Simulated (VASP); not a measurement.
# ZnS (Cm) in VASP: further runs

The runs below take ZnS through single point, with PBE.

Everything below comes from runs of VASP 6.6.1. Logs are shortened: lines on timing, memory, paths and dates and some standing lists are left out, and cuts for length are marked.

**1. The cell of the first run**

It takes space group Cm (No. 8, monoclinic). Conventional cell: a = 6.601 Å, b = 3.811 Å, c = 12.516 Å, α = 90.00°, β = 95.04°, γ = 90.00°. Zn (site symmetry m) has 4 S at 2.31 to 2.40 Å within 3.1 Å. Zn (site symmetry m) has 4 S at 2.31 to 2.40 Å within 3.1 Å. Zn (site symmetry m) has 4 S at 2.31 to 2.64 Å within 3.1 Å. Zn (site symmetry m) has 4 S at 2.31 to 2.40 Å within 3.1 Å. Within 3.1 Å of S (site symmetry m) lie 4 Zn at 2.31 to 2.40 Å. S (site symmetry m) has 4 Zn at 2.31 to 2.40 Å within 3.1 Å. S (site symmetry m) has 4 Zn at 2.31 to 2.64 Å within 3.1 Å. S (site symmetry m) has 4 Zn at 2.31 to 2.40 Å within 3.1 Å.

**2. Single point, PBE**

INCAR reads:

```
SYSTEM = ZnS
  PREC = Accurate
  ENCUT = 520
  EDIFF = 1E-7
  ISMEAR = 0
  SIGMA = 0.05
  LREAL = .False.
  LASPH = .True.
  NELM = 80
  ALGO = Normal
  ISIF = 2
  LWAVE = .False.
  LCHARG = .True.
  GGA = PE
  LELF = .True.
  LVHAR = .True.
  NBANDS = 46
```

KPOINTS reads:

```
Automatic mesh
0
Gamma
  8 8 3
  0 0 0
```

POSCAR reads:

```
ZnS
1.0
   -3.8109987816      0.0000000000      0.0000000000
   -1.9054993908     -3.3004217586      0.0000000000
   -4.7635579270     -2.7502414515     12.4680000000
Zn S
4 4
Direct
   -0.2114365417     -0.2114365417      0.6537500000
    0.2052134583      0.2052134583      0.1537500000
   -0.0864282083     -0.0864282083      0.9037500000
    0.3302217917      0.3302217917      0.4037500000
   -0.3718467917     -0.3718467917      0.8462500000
    0.0448032083      0.0448032083      0.3462500000
    0.5864615417      0.5864615417      0.0962500000
    0.1698115417      0.1698115417      0.5962500000
```

Potentials or basis: VASP PAW PBE potentials, release 64 (Zn, S).

Started as:

```
> cat potpaw_PBE.64/Zn/POTCAR potpaw_PBE.64/S/POTCAR > POTCAR
> mpirun -np 1 vasp_std > vasp.out
```

OUTCAR:

```text
SYSTEM = ZnS
   PREC = Accurate
   ENCUT = 520
   EDIFF = 1E-7
   ISMEAR = 0
   LREAL = .False.
   LASPH = .True.
   NELM = 80
   ISIF = 2
   GGA = PE

 ion  position               nearest neighbor table
   1  0.789  0.789  0.654-   8 2.31   8 2.31   8 2.31   5 2.40
   2  0.205  0.205  0.154-   7 2.31   7 2.31   7 2.31   6 2.40
   3  0.914  0.914  0.904-   5 2.31   5 2.31   5 2.31   7 2.64
   4  0.330  0.330  0.404-   6 2.31   6 2.31   6 2.31   8 2.40
   5  0.628  0.628  0.846-   3 2.31   3 2.31   3 2.31   1 2.40
   6  0.045  0.045  0.346-   4 2.31   4 2.31   4 2.31   2 2.40
   7  0.586  0.586  0.096-   2 2.31   2 2.31   2 2.31   3 2.64
   8  0.170  0.170  0.596-   1 2.31   1 2.31   1 2.31   4 2.40

  LATTYP: Found a base centered monoclinic cell.
 ALAT       =     6.6008435173
 B/A-ratio  =     0.5773502692
 C/A-ratio  =     1.8961912711
 COS(beta)  =    -0.0879130721

  Lattice vectors:

 A1 = (  -3.8109987816,   0.0000000000,   0.0000000000)
 A2 = (  -1.9054993908,  -3.3004217586,   0.0000000000)
 A3 = (   0.9529402454,   0.5501803071,  12.4680000000)

Analysis of symmetry for initial positions (statically):
=====================================================================
 Subroutine PRICEL returns:
 Original cell was already a primitive cell.

 Routine SETGRP: Setting up the symmetry group for a
 base centered monoclinic supercell.

 Subroutine GETGRP returns: Found  2 space group operations
 (whereof  2 operations were pure point group operations)
 out of a pool of  4 trial point group operations.

The static configuration has the point symmetry C_1h.

Analysis of symmetry for dynamics (positions and initial velocities):
=====================================================================
 Subroutine PRICEL returns:
 Original cell was already a primitive cell.

 Routine SETGRP: Setting up the symmetry group for a
 base centered monoclinic supercell.

 Subroutine GETGRP returns: Found  2 space group operations
 (whereof  2 operations were pure point group operations)
 out of a pool of  4 trial point group operations.

The dynamic configuration has the point symmetry C_1h.

 Subroutine INISYM returns: Found  2 space group operations
 (whereof  2 operations are pure point group operations),
 and found     1 'primitive' translations

----------------------------------------------------------------------------------------

                                     Primitive cell

  volume of cell :     156.8213

  direct lattice vectors                    reciprocal lattice vectors
    -3.810998782  0.000000000  0.000000000    -0.262398405  0.151495789 -0.066835098
    -1.905499391 -3.300421759  0.000000000     0.000000000 -0.302991579 -0.066835098
    -4.763557927 -2.750241451 12.468000000     0.000000000  0.000000000  0.080205326

  length of vectors
     3.810998782  3.810998782 13.627411206     0.310275405  0.310275405  0.080205326

  position of ions in fractional coordinates (direct lattice)
     0.788563458  0.788563458  0.653750000
     0.205213458  0.205213458  0.153750000
     0.913571792  0.913571792  0.903750000
     0.330221792  0.330221792  0.403750000
     0.628153208  0.628153208  0.846250000
     0.044803208  0.044803208  0.346250000
     0.586461542  0.586461542  0.096250000
     0.169811542  0.169811542  0.596250000

  ion indices of the primitive-cell ions
   primitive index   ion index
                 1           1
                 2           2
                 3           3
                 4           4
                 5           5
                 6           6
                 7           7
                 8           8

----------------------------------------------------------------------------------------

 KPOINTS: Automatic mesh

Automatic generation of k-mesh.
 Grid dimensions read from file:
 generate k-points for:    8    8    3

 Generating k-lattice:

  Cartesian coordinates                     Fractional coordinates (reciprocal lattice)
    -0.032799801  0.018936974 -0.008354387     0.125000000 -0.000000000  0.000000000
     0.000000000 -0.037873947 -0.008354387     0.000000000  0.125000000  0.000000000
     0.000000000  0.000000000  0.026735109     0.000000000  0.000000000  0.333333333

  Length of vectors
     0.038784426  0.038784426  0.026735109

  Shift w.r.t. Gamma in fractional coordinates (k-lattice)
     0.000000000  0.000000000  0.000000000

 Subroutine IBZKPT returns following result:
 ===========================================

 Found     57 irreducible k-points:

 Following reciprocal coordinates:
            Coordinates               Weight
  0.000000  0.000000  0.000000      1.000000
  0.125000 -0.000000  0.000000      4.000000
  0.250000 -0.000000  0.000000      4.000000
  0.375000 -0.000000  0.000000      4.000000
  0.500000 -0.000000  0.000000      2.000000
  0.125000  0.125000 -0.000000      2.000000
[... 16 lines left out ...]
  0.125000 -0.000000  0.333333      4.000000
  0.250000 -0.000000  0.333333      4.000000
 [... further k-points ...]
   k-points           NKPTS =     57   k-points in BZ     NKDIM =     57   number of bands    NBANDS=     46
   number of dos      NEDOS =    301   number of ions     NIONS =      8
   total plane-waves  NPLWV =  84672
   dimension x,y,z NGX =    28 NGY =   28 NGZ =  108
   dimension x,y,z NGXF=    56 NGYF=   56 NGZF=  216
   ions per type =               4   4
   NGX,Y,Z   is equivalent  to a cutoff of  12.21, 12.21, 13.18 a.u.
   NGXF,Y,Z  is equivalent  to a cutoff of  24.43, 24.43, 26.35 a.u.
 SYSTEM =  ZnS
   PREC   = accura    normal or accurate (medium, high low for compatibility)
   ISTART =      0    job   : 0-new  1-cont  2-samecut
   ICHARG =      2    charge: 1-file 2-atom 10-const
   ISPIN  =      1    spin polarized calculation?
   LNONCOLLINEAR =      F non collinear calculations
   LSORBIT =      F    spin-orbit coupling
   LASPH  =      T    aspherical Exc in radial PAW
   ENCUT  =  520.0 eV  38.22 Ry    6.18 a.u.   7.09  7.09 25.34*2*pi/ulx,y,z
   NELM   =     80;   NELMIN=  2; NELMDL= -5     # of ELM steps
   EDIFF  = 0.1E-06   stopping-criterion for ELM
   LREAL  =      F    real-space projection
   EDIFFG = 0.1E-05   stopping-criterion for IOM
   NSW    =      0    number of steps for IOM
   IBRION =     -1    ionic relax: 0-MD 1-quasi-New 2-CG
   NFREE  =      0    steps in history (QN), initial steepest desc. (CG)
   ISIF   =      2    stress and relaxation
   ISYM   =      2    0-nonsym 1-usesym 2-fastsym
   POTIM  = 0.5000    time-step for ionic-motion
   TEBEG  =    0.0;   TEEND  =   0.0 temperature during run
   PSTRESS=    0.0 pullay stress
   NELECT =      72.0000    total number of electrons
   NUPDOWN=      -1.0000    fix difference up-down
   EMIN   =  10.00;   EMAX   =-10.00  energy-range for DOS
   EFERMI =   0.00;   METHOD = LEGACY
   ISMEAR =     0;   SIGMA  =   0.05  broadening in eV -4-tet -1-fermi 0-gaus
   EFERMI_NEDOS =   21; number of points for ismear=-14 and -15
   IALGO  =     38    algorithm
   IMIX   =      4    mixing-type and parameters
     AMIX     =   0.40;   BMIX     =  1.00
     AMIX_MAG =   1.60;   BMIX_MAG =  1.00
  volume/ion in A,a.u.               =      19.60       132.29
  Fermi-wavevector in a.u.,A,eV,Ry     =   1.262944  2.386617 21.701656  1.595027
  Thomas-Fermi vector in A             =   2.396326
   LORBIT       =      0    0 simple, 1 ext, 2 COOP (PROOUT), +10 PAW based schemes
   GGA     = PE    functional components
   LHFCALC =     F    Hartree Fock is set to
   AEXX    =    0.0000 exact exchange contribution
   IVDW    =     0    specifies the selected vdW correction
   LEPSILON=     F    determine dielectric tensor
   LRPA    =     F    only Hartree local field effects (RPA)
 non-spin polarized calculation
 Gauss-broadening in eV      SIGMA  =   0.05
  energy-cutoff  :      520.00
  volume of cell :      156.82
 maximum number of plane-waves:      4247
   NGX = 15   NGY = 15   NGZ = 51

 number of electron      72.0000009 magnetization

 Free energy of the ion-electron system (eV)
  ---------------------------------------------------
  ext. energy  EPLUGINS =         0.00000000
  ---------------------------------------------------
  free energy    TOTEN  =       -26.88719314 eV

  energy without entropy =      -26.88719314  energy(sigma->0) =      -26.88719314

 E-fermi :   2.6512     XC(G=0):  -9.6726

 val. band max:        2.3789422436   @ k =   0.0000   0.0000   0.0000
 cond. band min:       4.1917327492   @ k =   0.0000   0.0000   0.0000
 fundamental gap:      1.8127905056
 Fermi energy:         2.6512080699

 k-point     1 :       0.0000    0.0000    0.0000
  band No.  band energies     occupation
      1     -11.0677      2.00000
      2     -10.6446      2.00000
      3     -10.4782      2.00000
      4      -9.9946      2.00000
      5      -4.4377      2.00000
      6      -4.4285      2.00000
[... 38 lines left out ...]
     45       8.6922      0.00000
     46       8.8181      0.00000

 k-point     2 :       0.1250   -0.0000    0.0000
  band No.  band energies     occupation
      1     -10.9623      2.00000
      2     -10.5755      2.00000
      3     -10.3661      2.00000
      4      -9.9323      2.00000
      5      -4.4349      2.00000
      6      -4.4063      2.00000
[... 38 lines left out ...]
     45       8.9425      0.00000
     46       9.0524      0.00000

 k-point     3 :       0.2500   -0.0000    0.0000
  band No.  band energies     occupation
      1     -10.6861      2.00000
      2     -10.3700      2.00000
      3     -10.1076      2.00000
      4      -9.7759      2.00000
      5      -4.4256      2.00000
      6      -4.3392      2.00000
[... 1018 lines left out ...]
     45       8.9869      0.00000
     46       9.1386      0.00000

 k-point    24 :       0.2500   -0.0000    0.3333
  band No.  band energies     occupation
      1     -10.6911      2.00000
      2     -10.3479      2.00000
      3     -10.1323      2.00000
      4      -9.7684      2.00000
      5      -4.4259      2.00000
      6      -4.3392      2.00000
[... 38 lines left out ...]
     45       9.5133      0.00000
     46       9.6434      0.00000

 [... further k-points ...]

------------------------ aborting loop because EDIFF is reached ----------------------------------------

  FORCE on cell =-STRESS in cart. coord.  units (eV):
  Direction    XX          YY          ZZ          XY          YZ          ZX
  --------------------------------------------------------------------------------------
  -------------------------------------------------------------------------------------
  Total        2.5799273      2.4636824      1.5601989      0.1006710     -1.1484368     -1.9891511
  in kB       26.3580339     25.1704086     15.9398966      1.0285137    -11.7330965    -20.3223214
  external PRESSURE =      22.4894464 kB  Pullay stress =       0.0000000 kB

 VOLUME and BASIS-vectors are now :
 -----------------------------------------------------------------------------
  energy-cutoff  :      520.00
  volume of cell :      156.82
      direct lattice vectors                 reciprocal lattice vectors
    -3.810998782  0.000000000  0.000000000    -0.262398405  0.151495789 -0.066835098
    -1.905499391 -3.300421759  0.000000000     0.000000000 -0.302991579 -0.066835098
    -4.763557927 -2.750241451 12.468000000     0.000000000  0.000000000  0.080205326

 POSITION                                       TOTAL-FORCE (eV/Angst)
 -----------------------------------------------------------------------------------
     -7.62200     -4.40056      8.15096         0.045377      0.026198      0.225478
     -1.90550     -1.10014      1.91696         0.126820      0.073220      0.370801
     -9.52750     -5.50070     11.26796         0.277490      0.160209      0.431625
     -3.81100     -2.20028      5.03396        -0.000819     -0.000473      0.219498
     -7.62200     -4.40056     10.55104         0.290105      0.167492     -0.343177
     -1.90550     -1.10014      4.31704        -0.041539     -0.023983     -0.206006
     -3.81100     -2.20028      1.20004        -0.708909     -0.409289     -0.459744
     -3.81100     -2.20028      7.43404         0.011476      0.006625     -0.238475
 -----------------------------------------------------------------------------------
    total drift:                               -0.001161     -0.000670     -0.001325

  FREE ENERGIE OF THE ION-ELECTRON SYSTEM (eV)
  ---------------------------------------------------
  free  energy   TOTEN  =       -26.8871931354 eV

  energy  without entropy=      -26.8871931354  energy(sigma->0) =      -26.88719314
```

Run time: 4.7 min. Hardware: 1 thread of AMD EPYC 9R45 (Zen 5), shared host; peak memory 0.43 GiB.

What came out:

```
Free energy            : -26.8872 eV
Pressure               : 2.2 GPa
Largest force          : 0.939 eV/Å
Band gap on the k mesh : 1.81 eV
```

Forces in eV/Å, atoms in the order of the input:
```
Zn   0.045  0.026  0.225
Zn   0.127  0.073  0.371
Zn   0.277  0.160  0.432
Zn  -0.001  0.000  0.219
S    0.290  0.167 -0.343
S   -0.042 -0.024 -0.206
S   -0.709 -0.409 -0.460
S    0.011  0.007 -0.238
```

Caveat: an odd mesh through Γ misses points on the zone boundary, where band edges can lie.

**3. Single point, PBE**

This run uses another cell than the first one, of the same volume but with other edges.

INCAR reads:

```
SYSTEM = ZnS
PREC     = Accurate       ! precision mode
ENCUT    = 520            ! plane-wave cutoff, eV
EDIFF    = 1E-6           ! SCF threshold, eV
ISMEAR   = 0              ! smearing method
SIGMA    = 0.05           ! smearing width, eV
LREAL    = .FALSE.        ! projectors in reciprocal space
LASPH    = .TRUE.         ! aspherical terms in the spheres
NELM     = 100            ! most SCF steps
ALGO     = Normal         ! electronic algorithm
ISIF     = 2              ! what is computed and relaxed
LWAVE    = .FALSE.        ! write WAVECAR
LCHARG   = .FALSE.        ! write CHGCAR
GGA      = PE             ! functional
NBANDS   = 46             ! bands
```

KPOINTS reads:

```
regular mesh
0
G
  8 8 3
  0 0 0
```

POSCAR reads:

```
ZnS
1.0
   -3.8109987816      0.0000000000      0.0000000000
   -1.9054993908     -3.3004217586      0.0000000000
   -0.4761842978     -0.2749251325     12.4680000000
Zn S
4 4
Direct
    0.2788759583      0.2788759583      0.6537500000
    0.3205259583      0.3205259583      0.1537500000
    0.5913842917      0.5913842917      0.9037500000
    0.6330342917      0.6330342917      0.4037500000
    0.2628407083      0.2628407083      0.8462500000
    0.3044907083      0.3044907083      0.3462500000
    0.6586490417      0.6586490417      0.0962500000
    0.6169990417      0.6169990417      0.5962500000
```

Potentials or basis: VASP PAW PBE potentials, release 64 (Zn, S).

Started as:

```
> cat potpaw_PBE.64/Zn/POTCAR potpaw_PBE.64/S/POTCAR > POTCAR
> mpirun -np 1 vasp_std > vasp.out
```

Wall time 3.5 min (1 thread of AMD EPYC 9R45 (Zen 5), shared host); peak memory 0.42 GiB.

It converged, with:

* Free energy: -27.2170 eV
* Pressure: 2.3 GPa
* Largest force: 0.551 eV/Å
* Band gap on the k mesh: 2.14 eV

Forces on the atoms (eV/Å):
```
Zn  -0.015 -0.009  0.296
Zn   0.005  0.003  0.330
Zn  -0.161 -0.093  0.419
Zn   0.002  0.001  0.293
S   -0.101 -0.058 -0.284
S    0.017  0.010 -0.290
S    0.254  0.147 -0.467
S   -0.001 -0.001 -0.298
```

Stress tensor (GPa, compression positive):
```
 2.78 -0.43  0.89
-0.43  3.28  0.51
 0.89  0.51  0.92
```

Levels at points of the mesh, in eV from the valence-band top:
```csv
k point,band 34,band 35,band 36,band 37,band 38,band 39
"(0.00, 0.00, 0.00)",-0.14,-0.05,0.00,2.14,2.96,3.41
"(0.50, 0.00, 0.00)",-1.57,-1.40,-1.03,3.34,3.53,3.59
"(0.50, 0.50, 0.00)",-1.62,-1.38,-1.04,3.41,3.63,3.76
```

Caveat: an odd mesh through Γ misses points on the zone boundary, where band edges can lie.

**4. Single point, PBE**

This run uses another cell than the first one, of the same volume but with other edges.

INCAR reads:

```
SYSTEM = ZnS
PREC     = Accurate       ! precision mode
ENCUT    = 520            ! plane-wave cutoff, eV
EDIFF    = 1E-7           ! SCF threshold, eV
ISMEAR   = 0              ! smearing method
SIGMA    = 0.05           ! smearing width, eV
LREAL    = .False.        ! projectors in reciprocal space
LASPH    = .True.         ! aspherical terms in the spheres
NELM     = 80             ! most SCF steps
ALGO     = Normal         ! electronic algorithm
ISIF     = 2              ! what is computed and relaxed
LWAVE    = .False.        ! write WAVECAR
LCHARG   = .False.        ! write CHGCAR
GGA      = PE             ! functional
NBANDS   = 46             ! bands
```

KPOINTS reads:

```
regular mesh
0
Gamma
  8 8 3
  0 0 0
```

POSCAR reads:

```
ZnS
1.0
   -3.8109987816      0.0000000000      0.0000000000
   -1.9054993908     -3.3004217586      0.0000000000
   -0.9529402453     -0.5501803072     12.4680000000
Zn S
4 4
Direct
    0.2243532083      0.2243532083      0.6537500000
    0.3077032083      0.3077032083      0.1537500000
    0.5160115417      0.5160115417      0.9037500000
    0.5993615417      0.5993615417      0.4037500000
    0.1922634583      0.1922634583      0.8462500000
    0.2756134583      0.2756134583      0.3462500000
    0.6506217917      0.6506217917      0.0962500000
    0.5672717917      0.5672717917      0.5962500000
```

Started as:

```
> cat potpaw_PBE.64/Zn/POTCAR potpaw_PBE.64/S/POTCAR > POTCAR
> mpirun -np 1 vasp_std > vasp.out
```

Wall time 4 min (1 thread of Intel Xeon 6975P-C (Granite Rapids), shared host); peak memory 0.45 GiB.

Results (log left out):

* Free energy: -26.9750 eV
* Pressure: 2.1 GPa
* Largest force: 0.763 eV/Å
* Band gap on the k mesh: 1.95 eV

Forces on the atoms (eV/Å):
```
Zn  -0.014 -0.008  0.227
Zn   0.048  0.028  0.352
Zn  -0.335 -0.193  0.434
Zn   0.004  0.003  0.217
S   -0.093 -0.054 -0.157
S    0.019  0.011 -0.208
S    0.370  0.213 -0.632
S    0.002  0.001 -0.232
```

Stress tensor (GPa, compression positive):
```
 2.19 -0.83  1.30
-0.83  3.14  0.75
 1.30  0.75  0.92
```

Levels at points of the mesh, in eV from the valence-band top:
| k point | band 33 | band 34 | band 35 | band 36 | band 37 | band 38 | band 39 | band 40 |
| --- | --- | --- | --- | --- | --- | --- | --- | --- |
| (0.00, 0.00, 0.00) | -0.39 | -0.14 | -0.03 | 0.00 | 1.95 | 2.95 | 3.31 | 3.49 |
| (0.50, 0.00, 0.00) | -1.58 | -1.56 | -1.23 | -1.01 | 2.84 | 3.48 | 3.63 | 4.12 |
| (0.50, 0.50, 0.00) | -1.67 | -1.66 | -1.15 | -1.04 | 2.94 | 3.66 | 3.79 | 4.03 |

Caveat: an odd mesh through Γ misses points on the zone boundary, where band edges can lie.

**5. The runs side by side**

| cell | gap on the mesh (eV) | pressure (GPa) | largest force (eV/Å) |
| --- | --- | --- | --- |
| a = 3.811, b = 3.811, c = 13.627 Å, angles 69.5, 69.5, 60.0°, 8 atoms | 1.81 | 2.2 | 0.94 |
| a = 3.811, b = 3.811, c = 12.480 Å, angles 87.8, 87.8, 60.0°, 8 atoms | 2.14 | 2.3 | 0.55 |
| a = 3.811, b = 3.811, c = 12.516 Å, angles 85.6, 85.6, 60.0°, 8 atoms | 1.95 | 2.1 | 0.76 |

Alike in all rows: task single point; level PBE; potentials or basis VASP PAW PBE potentials, release 64 (Zn, S); no spin polarisation; k mesh 8 × 8 × 3; cutoff (eV) 520; smearing gaussian 0.05 eV.

Caveats: an odd mesh through Γ misses points on the zone boundary, where band edges can lie.

Absolute energies hang on the potentials; compare differences alone.
